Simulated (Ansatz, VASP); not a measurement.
## GaN: VASP beside Ansatz

Contents of INCAR:

```
SYSTEM = GaN
PREC = Accurate
ENCUT = 520
EDIFF = 1E-6
ISMEAR = 0
SIGMA = 0.02
LREAL = .False.
LASPH = .True.
NELM = 100
ALGO = Normal
ISIF = 2
LWAVE = .False.
LCHARG = .False.
GGA = PE
NBANDS = 16
```

KPOINTS

```
regular mesh
0
Gamma
  8 8 8
  0 0 0
```

File POSCAR:

```
GaN
1.0
    0.0450700200      2.2760360100      2.2760360100
    2.2760360100      0.0450700200      2.2760360100
    2.2760360100      2.2760360100      0.0450700200
Ga N
1 1
Direct
    0.0000000000      0.0000000000      0.0000000000
    0.7500000000      0.7500000000      0.7500000000
```

Input for Ansatz:

```yaml
crystal:
  lattice:
    - [0.04507002, 2.27603601, 2.27603601]
    - [2.27603601, 0.04507002, 2.27603601]
    - [2.27603601, 2.27603601, 0.04507002]
  atoms:
    - { symbol: Ga, position: [0.0, 0.0, 0.0] }
    - { symbol: "N", position: [0.75, 0.75, 0.75] }
basis:
  ecutwfc: 510.0
kpoints:
  mp_grid:
    grid: [8, 8, 8]
hamiltonian:
  xc: pbe
scf:
  occupations:
    method: gaussian
    width: 0.02
output:
  stress: true
```

Alike in both runs: task single point; functional PBE; k mesh 8 × 8 × 8; occupations gaussian, width 0.02 eV; no spin polarisation.

|  | VASP | Ansatz |
| --- | --- | --- |
| version | VASP 6.6.1 | Ansatz 0.2.0 |
| potentials or method | VASP PAW PBE potentials, release 64 (Ga_d, N), cutoff 520 eV | plane waves, PAW |
| valence electrons in the cell | 18 | 18 |

|  | VASP | Ansatz | Ansatz less VASP |
| --- | --- | --- | --- |
| pressure (GPa) | 5.4 | 5.3 | -0.08 |
| traceless stress, the component that is largest in VASP (GPa) | -3.72 | -3.73 | -0.011 |

The functional is the same, so the differences come from potentials, cutoffs and numerics.
